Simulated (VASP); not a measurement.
# ZrAl2N3 (P6_3mc) in VASP: further runs

Runs on ZrAl2N3. Level: PBE. Tasks: single point, relaxation of cell and atoms.

Everything below comes from runs of VASP 6.6.1. Logs are shortened: lines on timing, memory, paths and dates and some standing lists are left out, and cuts for length are marked.

## (1) The cell of the first run

The structure is hexagonal, space group P6_3mc (No. 186). The conventional cell has a = 3.266 Å, b = 3.266 Å, c = 16.033 Å, α = 90.00°, β = 90.00°, γ = 120.00°. Within 2.8 Å of Zr (site symmetry 3m) lie 4 N at 2.08 to 2.25 Å. Al (site symmetry 3m) has 4 N at 1.92 to 1.95 Å within 2.6 Å. Al (site symmetry 3m) has 4 N at 1.93 to 1.96 Å within 2.6 Å. Within 2.6 Å of N (site symmetry 3m) lie 3 Al at 1.96 Å and 1 Zr at 2.25 Å. Within 2.6 Å of N (site symmetry 3m) lie 1 Al at 1.92 Å and 3 Zr at 2.08 Å. Within 2.6 Å of N (site symmetry 3m) lie 4 Al at 1.93 to 1.95 Å.

## (2) Single point, PBE

INCAR

```
PREC = Accurate
ENCUT = 520
EDIFF = 1E-6
ISMEAR = 0
SIGMA = 0.1
LREAL = False
LASPH = True
NELM = 80
ALGO = Normal
ISIF = 2
LWAVE = False
LCHARG = True
GGA = PE
LELF = True
LVHAR = True
NBANDS = 45
```

KPOINTS

```
Automatic mesh
0
Gamma
  6 6 1
```

POSCAR

```
ZrAl2N3
1.0
    3.2661257728      0.0000000028      0.0000000000
   -1.6330628888      2.8285478898      0.0000000000
    0.0000000000      0.0000000000     16.0334146901
Zr Al N
2 4 6
Direct
    0.3333333333      0.6666666667      0.0014082198
    0.6666666667      0.3333333333      0.5014082198
    0.3333333333      0.6666666667      0.3260410153
    0.3333333333      0.6666666667      0.6744743891
    0.6666666667      0.3333333333      0.1744743891
    0.6666666667      0.3333333333      0.8260410153
    0.3333333333      0.6666666667      0.1419803205
    0.3333333333      0.6666666667      0.4460497835
    0.3333333333      0.6666666667      0.7950462618
    0.6666666667      0.3333333333      0.2950462618
    0.6666666667      0.3333333333      0.6419803205
    0.6666666667      0.3333333333      0.9460497835
```

Potentials or basis: VASP PAW PBE potentials, release 64 (Zr_sv, Al, N).

On the command line:

```bash
cat potpaw_PBE.64/Zr_sv/POTCAR potpaw_PBE.64/Al/POTCAR potpaw_PBE.64/N/POTCAR > POTCAR
mpirun -np 1 vasp_std > vasp.out
```

OUTCAR:

```text
PREC = Accurate
   ENCUT = 520
   EDIFF = 1E-6
   ISMEAR = 0
   LREAL = False
   LASPH = True
   NELM = 80
   ISIF = 2
   GGA = PE

 ion  position               nearest neighbor table
   1  0.333  0.667  0.001-  12 2.08  12 2.08  12 2.08   7 2.25   5 3.35   5 3.35   5 3.35   6 3.39
                             6 3.39   6 3.39
   2  0.667  0.333  0.501-   8 2.08   8 2.08   8 2.08  11 2.25   4 3.35   4 3.35   4 3.35   3 3.39
                             3 3.39   3 3.39
   3  0.333  0.667  0.326-   8 1.92  10 1.95  10 1.95  10 1.95   5 3.08   5 3.08   5 3.08   2 3.39
                             2 3.39   2 3.39
   4  0.333  0.667  0.674-   9 1.93  11 1.96  11 1.96  11 1.96   6 3.08   6 3.08   6 3.08   2 3.35
                             2 3.35   2 3.35
   5  0.667  0.333  0.174-  10 1.93   7 1.96   7 1.96   7 1.96   3 3.08   3 3.08   3 3.08   1 3.35
                             1 3.35   1 3.35
   6  0.667  0.333  0.826-  12 1.92   9 1.95   9 1.95   9 1.95   4 3.08   4 3.08   4 3.08   1 3.39
                             1 3.39   1 3.39
   7  0.333  0.667  0.142-   5 1.96   5 1.96   5 1.96   1 2.25
   8  0.333  0.667  0.446-   3 1.92   2 2.08   2 2.08   2 2.08
   9  0.333  0.667  0.795-   4 1.93   6 1.95   6 1.95   6 1.95
  10  0.667  0.333  0.295-   5 1.93   3 1.95   3 1.95   3 1.95
  11  0.667  0.333  0.642-   4 1.96   4 1.96   4 1.96   2 2.25
  12  0.667  0.333  0.946-   6 1.92   1 2.08   1 2.08   1 2.08

  LATTYP: Found a hexagonal cell.
 ALAT       =     3.2661257728
 C/A-ratio  =     4.9090010016

  Lattice vectors:

 A1 = (   3.2661257728,   0.0000000028,   0.0000000000)
 A2 = (  -1.6330628888,   2.8285478898,   0.0000000000)
 A3 = (   0.0000000000,   0.0000000000,  16.0334146901)

Analysis of symmetry for initial positions (statically):
=====================================================================
 Subroutine PRICEL returns:
 Original cell was already a primitive cell.

 Routine SETGRP: Setting up the symmetry group for a
 hexagonal supercell.

 Subroutine GETGRP returns: Found 12 space group operations
 (whereof  6 operations were pure point group operations)
 out of a pool of 24 trial point group operations.

The static configuration has the point symmetry C_3v.
 The point group associated with its full space group is C_6v.

Analysis of symmetry for dynamics (positions and initial velocities):
=====================================================================
 Subroutine PRICEL returns:
 Original cell was already a primitive cell.

 Routine SETGRP: Setting up the symmetry group for a
 hexagonal supercell.

 Subroutine GETGRP returns: Found 12 space group operations
 (whereof  6 operations were pure point group operations)
 out of a pool of 24 trial point group operations.

The dynamic configuration has the point symmetry C_3v.
 The point group associated with its full space group is C_6v.

 Subroutine INISYM returns: Found 12 space group operations
 (whereof  6 operations are pure point group operations),
 and found     1 'primitive' translations

----------------------------------------------------------------------------------------

                                     Primitive cell

  volume of cell :     148.1230

  direct lattice vectors                    reciprocal lattice vectors
     3.266125773  0.000000003  0.000000000     0.306173145  0.176769148  0.000000000
    -1.633062889  2.828547890  0.000000000    -0.000000000  0.353538295  0.000000000
     0.000000000  0.000000000 16.033414690     0.000000000  0.000000000  0.062369746

  length of vectors
     3.266125773  3.266125773 16.033414690     0.353538295  0.353538295  0.062369746

  position of ions in fractional coordinates (direct lattice)
     0.333333333  0.666666667  0.001408220
     0.666666667  0.333333333  0.501408220
     0.333333333  0.666666667  0.326041015
     0.333333333  0.666666667  0.674474389
     0.666666667  0.333333333  0.174474389
     0.666666667  0.333333333  0.826041015
     0.333333333  0.666666667  0.141980320
     0.333333333  0.666666667  0.446049784
     0.333333333  0.666666667  0.795046262
     0.666666667  0.333333333  0.295046262
     0.666666667  0.333333333  0.641980320
     0.666666667  0.333333333  0.946049784

  ion indices of the primitive-cell ions
   primitive index   ion index
                 1           1
                 2           2
                 3           3
                 4           4
                 5           5
                 6           6
                 7           7
                 8           8
                 9           9
                10          10
                11          11
                12          12

----------------------------------------------------------------------------------------

 KPOINTS: Automatic mesh

Automatic generation of k-mesh.
 Grid dimensions read from file:
 generate k-points for:    6    6    1

 Generating k-lattice:

  Cartesian coordinates                     Fractional coordinates (reciprocal lattice)
     0.051028857  0.029461525  0.000000000     0.166666667 -0.000000000  0.000000000
    -0.000000000  0.058923049  0.000000000    -0.000000000  0.166666667  0.000000000
     0.000000000  0.000000000  0.062369746     0.000000000  0.000000000  1.000000000

  Length of vectors
     0.058923049  0.058923049  0.062369746

  Shift w.r.t. Gamma in fractional coordinates (k-lattice)
     0.000000000  0.000000000  0.000000000

 Subroutine IBZKPT returns following result:
 ===========================================

 Found      7 irreducible k-points:

 Following reciprocal coordinates:
            Coordinates               Weight
  0.000000  0.000000  0.000000      1.000000
  0.166667  0.000000  0.000000      6.000000
  0.333333  0.000000  0.000000      6.000000
  0.500000  0.000000  0.000000      3.000000
  0.166667  0.166667  0.000000      6.000000
  0.333333  0.166667  0.000000     12.000000
  0.333333  0.333333  0.000000      2.000000
   k-points           NKPTS =      7   k-points in BZ     NKDIM =      7   number of bands    NBANDS=     45
   number of dos      NEDOS =    301   number of ions     NIONS =     12
   total plane-waves  NPLWV =  69120
   dimension x,y,z NGX =    24 NGY =   24 NGZ =  120
   dimension x,y,z NGXF=    48 NGYF=   48 NGZF=  240
   ions per type =               2   4   6
   NGX,Y,Z   is equivalent  to a cutoff of  12.22, 12.22, 12.44 a.u.
   NGXF,Y,Z  is equivalent  to a cutoff of  24.43, 24.43, 24.88 a.u.
 SYSTEM =  unknown system
   PREC   = accura    normal or accurate (medium, high low for compatibility)
   ISTART =      0    job   : 0-new  1-cont  2-samecut
   ICHARG =      2    charge: 1-file 2-atom 10-const
   ISPIN  =      1    spin polarized calculation?
   LNONCOLLINEAR =      F non collinear calculations
   LSORBIT =      F    spin-orbit coupling
   LASPH  =      T    aspherical Exc in radial PAW
   ENCUT  =  520.0 eV  38.22 Ry    6.18 a.u.   6.07  6.07 29.81*2*pi/ulx,y,z
   NELM   =     80;   NELMIN=  2; NELMDL= -5     # of ELM steps
   EDIFF  = 0.1E-05   stopping-criterion for ELM
   LREAL  =      F    real-space projection
   EDIFFG = 0.1E-04   stopping-criterion for IOM
   NSW    =      0    number of steps for IOM
   IBRION =     -1    ionic relax: 0-MD 1-quasi-New 2-CG
   NFREE  =      0    steps in history (QN), initial steepest desc. (CG)
   ISIF   =      2    stress and relaxation
   ISYM   =      2    0-nonsym 1-usesym 2-fastsym
   POTIM  = 0.5000    time-step for ionic-motion
   TEBEG  =    0.0;   TEEND  =   0.0 temperature during run
   PSTRESS=    0.0 pullay stress
   NELECT =      66.0000    total number of electrons
   NUPDOWN=      -1.0000    fix difference up-down
   EMIN   =  10.00;   EMAX   =-10.00  energy-range for DOS
   EFERMI =   0.00;   METHOD = LEGACY
   ISMEAR =     0;   SIGMA  =   0.10  broadening in eV -4-tet -1-fermi 0-gaus
   EFERMI_NEDOS =   21; number of points for ismear=-14 and -15
   IALGO  =     38    algorithm
   IMIX   =      4    mixing-type and parameters
     AMIX     =   0.40;   BMIX     =  1.00
     AMIX_MAG =   1.60;   BMIX_MAG =  1.00
  volume/ion in A,a.u.               =      12.34        83.30
  Fermi-wavevector in a.u.,A,eV,Ry     =   1.250399  2.362912 21.272681  1.563498
  Thomas-Fermi vector in A             =   2.384395
   LORBIT       =      0    0 simple, 1 ext, 2 COOP (PROOUT), +10 PAW based schemes
   GGA     = PE    functional components
   LHFCALC =     F    Hartree Fock is set to
   AEXX    =    0.0000 exact exchange contribution
   IVDW    =     0    specifies the selected vdW correction
   LEPSILON=     F    determine dielectric tensor
   LRPA    =     F    only Hartree local field effects (RPA)
 non-spin polarized calculation
 Gauss-broadening in eV      SIGMA  =   0.10
  energy-cutoff  :      520.00
  volume of cell :      148.12
 maximum number of plane-waves:      4056
   NGX = 13   NGY = 13   NGZ = 59

 number of electron      66.0000000 magnetization

 Free energy of the ion-electron system (eV)
  ---------------------------------------------------
  ext. energy  EPLUGINS =         0.00000000
  ---------------------------------------------------
  free energy    TOTEN  =       -96.37876003 eV

  energy without entropy =      -96.34515818  energy(sigma->0) =      -96.36195911

 E-fermi :   8.8367     XC(G=0): -10.8731

 val. band max:        8.8145434118   @ k =   0.3333   0.1667   0.0000
 cond. band min:       8.8423621163   @ k =   0.5000   0.0000   0.0000
 fundamental gap:      0.0278187045
 Fermi energy:         8.8367064810

 k-point     1 :       0.0000    0.0000    0.0000
  band No.  band energies     occupation
      1     -40.5985      2.00000
      2     -40.5985      2.00000
      3     -18.9184      2.00000
      4     -18.9184      2.00000
      5     -18.3869      2.00000
      6     -18.3869      2.00000
[... 37 lines left out ...]
     44      13.4330      0.00000
     45      13.8059      0.00000
[... 247 lines left out ...]
      5     -18.8871      2.00000
      6     -18.8871      2.00000
[... 37 lines left out ...]
     44      13.8721      0.00000
     45      14.5061      0.00000

------------------------ aborting loop because EDIFF is reached ----------------------------------------

  FORCE on cell =-STRESS in cart. coord.  units (eV):
  Direction    XX          YY          ZZ          XY          YZ          ZX
  --------------------------------------------------------------------------------------
  -------------------------------------------------------------------------------------
  Total       -0.2859576     -0.2859576     -0.1103979     -0.0000000      0.0000000      0.0000000
  in kB       -3.0930706     -3.0930706     -1.1941231     -0.0000000      0.0000000      0.0000000
  external PRESSURE =      -2.4600881 kB  Pullay stress =       0.0000000 kB

 VOLUME and BASIS-vectors are now :
 -----------------------------------------------------------------------------
  energy-cutoff  :      520.00
  volume of cell :      148.12
      direct lattice vectors                 reciprocal lattice vectors
     3.266125773  0.000000003  0.000000000     0.306173145  0.176769148  0.000000000
    -1.633062889  2.828547890  0.000000000    -0.000000000  0.353538295  0.000000000
     0.000000000  0.000000000 16.033414690     0.000000000  0.000000000  0.062369746

 POSITION                                       TOTAL-FORCE (eV/Angst)
 -----------------------------------------------------------------------------------
     -0.00000      1.88570      0.02258         0.000000      0.000000     -0.010735
      1.63306      0.94285      8.03929         0.000000     -0.000000     -0.010735
     -0.00000      1.88570      5.22755         0.000000     -0.000000      0.020856
     -0.00000      1.88570     10.81413         0.000000     -0.000000      0.019559
      1.63306      0.94285      2.79742         0.000000     -0.000000      0.019559
      1.63306      0.94285     13.24426        -0.000000      0.000000      0.020856
     -0.00000      1.88570      2.27643         0.000000     -0.000000      0.030799
     -0.00000      1.88570      7.15170        -0.000000     -0.000000     -0.029089
     -0.00000      1.88570     12.74731        -0.000000      0.000000     -0.031390
      1.63306      0.94285      4.73060         0.000000     -0.000000     -0.031390
      1.63306      0.94285     10.29314        -0.000000      0.000000      0.030799
      1.63306      0.94285     15.16841         0.000000      0.000000     -0.029089
 -----------------------------------------------------------------------------------
    total drift:                               -0.000000      0.000001     -0.002192

  FREE ENERGIE OF THE ION-ELECTRON SYSTEM (eV)
  ---------------------------------------------------
  free  energy   TOTEN  =       -96.3787600294 eV

  energy  without entropy=      -96.3451581829  energy(sigma->0) =      -96.36195911
```

Wall time 38 s (1 thread of Intel Xeon Platinum 8488C (Sapphire Rapids), shared host); peak memory 0.25 GiB.

What came out:

```
Free energy            : -96.3788 eV
Pressure               : -0.2 GPa
Largest force          : 0.031 eV/Å
Band gap on the k mesh : zero (bands 33 and 34 overlap by 1.28 eV)
```

Forces in eV/Å, atoms in the order of the input:
```
Zr   0.000  0.000 -0.011
Zr   0.000  0.000 -0.011
Al   0.000  0.000  0.021
Al   0.000  0.000  0.020
Al   0.000  0.000  0.020
Al   0.000  0.000  0.021
N    0.000  0.000  0.031
N    0.000  0.000 -0.029
N    0.000  0.000 -0.031
N    0.000  0.000 -0.031
N    0.000  0.000  0.031
N    0.000  0.000 -0.029
```

Caveat: the k points lie up to 0.39 Å⁻¹ apart, too coarse for converged energies and pressures of a metal.

## (3) Single point, PBE

This run uses another cell than the first one, of 13.17 Å³/atom.

INCAR

```
ALGO = Normal
EDIFF = 1E-7
ENCUT = 520
GGA = PE
ISIF = 2
ISMEAR = 0
LASPH = T
LCHARG = T
LELF = T
LREAL = F
LVHAR = T
LWAVE = F
NBANDS = 45
NELM = 80
PREC = Accurate
SIGMA = 0.1
```

KPOINTS

```
k-points
0
Gamma
  6 6 1
```

POSCAR

```
ZrAl2N3
1.0
    3.3622498900      0.0000000000      0.0000000000
   -1.6811249500      2.9117938200      0.0000000000
    0.0000000000      0.0000000000     16.1400854600
Zr Al N
2 4 6
Direct
    0.3333333300      0.6666666700      0.0000000000
    0.6666666700      0.3333333300      0.5000000000
    0.3333333300      0.6666666700      0.3333333300
    0.3333333300      0.6666666700      0.6666666700
    0.6666666700      0.3333333300      0.1666666700
    0.6666666700      0.3333333300      0.8333333300
    0.3333333300      0.6666666700      0.1283333300
    0.3333333300      0.6666666700      0.4616666600
    0.3333333300      0.6666666700      0.7950000000
    0.6666666700      0.3333333300      0.2950000000
    0.6666666700      0.3333333300      0.6283333300
    0.6666666700      0.3333333300      0.9616666600
```

Potentials or basis: VASP PAW PBE potentials, release 64 (Zr_sv, Al, N).

On the command line:

```bash
cat potpaw_PBE.64/Zr_sv/POTCAR potpaw_PBE.64/Al/POTCAR potpaw_PBE.64/N/POTCAR > POTCAR
mpirun -np 1 vasp_std > vasp.out
```

Wall time 58 s (1 thread of Intel Xeon Platinum 8488C (Sapphire Rapids), shared host); peak memory 0.3 GiB.

The run converged. Its results:

```yaml
Free_energy: -94.5747 eV
Pressure: -4.5 GPa
Largest_force: 3.220 eV/Å
Band_gap_on_the_k_mesh: zero (bands 33 and 34 overlap by 1.38 eV)
```

Forces in eV/Å, atoms in the order of the input:
```
Zr   0.000  0.000  0.211
Zr   0.000  0.000  0.211
Al   0.000  0.000 -0.402
Al   0.000  0.000  0.584
Al   0.000  0.000  0.584
Al   0.000  0.000 -0.402
N    0.000  0.000  2.570
N    0.000  0.000 -3.220
N    0.000  0.000  0.257
N    0.000  0.000  0.257
N    0.000  0.000  2.570
N    0.000  0.000 -3.220
```

Stress tensor (GPa, compression positive):
```
-4.88  0.00  0.00
 0.00 -4.88  0.00
 0.00  0.00 -3.83
```

Levels at points of the mesh, in eV from the Fermi level:
| k point | band 31 | band 32 | band 33 | band 34 | band 35 | band 36 |
| --- | --- | --- | --- | --- | --- | --- |
| (0.00, 0.00, 0.00) | -3.94 | -3.94 | -1.13 | -0.10 | 0.09 | 1.11 |
| (0.50, 0.00, 0.00) | -4.20 | -4.14 | -0.36 | 0.04 | 0.53 | 0.81 |

Caveat: the k points lie up to 0.39 Å⁻¹ apart, too coarse for converged energies and pressures of a metal; forces of over 1 eV/Å act on the atoms, so gaps and moduli don't describe the material at rest.

(Part 1 of 2 ends here.)
